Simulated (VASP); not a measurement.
**MoS2: single point with PBE+D3(BJ)**

MoS2:

```
Mo S
1.0
     3.06968    0.00000    0.00000
    -1.53484    2.65843    0.00000
     0.00000    0.00000    6.99458
Mo S
1 2
Cartesian
  0.0000 0.0000 0.0000
  0.0000 1.7723 1.9124
  0.0000 1.7723 5.0821
```

This cell differs from its parent crystal: c/a of the conventional cell at fixed volume 2.2786.

```yaml
Program: VASP 6.6.1
Task: single point
Functional: PBE
Dispersion: D3(BJ)
Potentials_or_basis: VASP PAW PBE potentials, release 64 (Mo_sv, S)
Cutoff: 500 eV
k_mesh: 12 × 12 × 4
Occupations: gaussian, width 0.05 eV
Spin: no spin polarisation
Dipole_correction: no
Further_INCAR_settings: ALGO = Normal; EDIFF = 1e-06; NBANDS = 20
```

The pressure is -16.5 GPa. The largest force is 4.030 eV/Å and the band gap on the k mesh is 0.33 eV, indirect (least direct gap 0.88 eV). The dispersion energy per atom is -0.397 eV.

Forces in eV/Å, atoms in the order of the input:
```
Mo   0.000  0.000  0.000
S    0.000  0.000 -4.030
S    0.000  0.000  4.030
```

Stress tensor (GPa, compression positive):
```
 -4.59   0.00   0.00
  0.00  -4.59   0.00
  0.00   0.00 -40.24
```

Levels at points of the mesh, in eV from the valence-band top:
| k point | band 9 | band 10 | band 11 | band 12 | band 13 | band 14 | band 15 | band 16 | band 17 | band 18 |
| --- | --- | --- | --- | --- | --- | --- | --- | --- | --- | --- |
| (0.00, 0.00, 0.00) | -1.73 | -1.20 | -1.20 | -0.06 | -0.06 | 2.31 | 2.31 | 2.76 | 2.76 | 5.64 |
| (0.50, 0.00, 0.00) | -4.02 | -2.17 | -1.79 | -1.41 | -0.20 | 1.94 | 2.69 | 3.20 | 3.35 | 5.22 |
| (0.00, 0.00, 0.50) | -1.18 | -1.18 | -0.88 | -0.10 | -0.10 | 2.49 | 2.49 | 2.62 | 2.62 | 6.74 |
| (0.50, 0.00, 0.50) | -3.42 | -3.34 | -1.86 | -0.60 | 0.00 | 2.33 | 2.46 | 2.70 | 2.94 | 6.48 |

Wall time 60 s on 1 thread of AMD EPYC 9R45 (Zen 5) (shared host), peak memory 0.19 GiB.

Caveat: forces of over 1 eV/Å act on the atoms, so gaps and moduli don't describe the material at rest. A k mesh can miss the band edges.
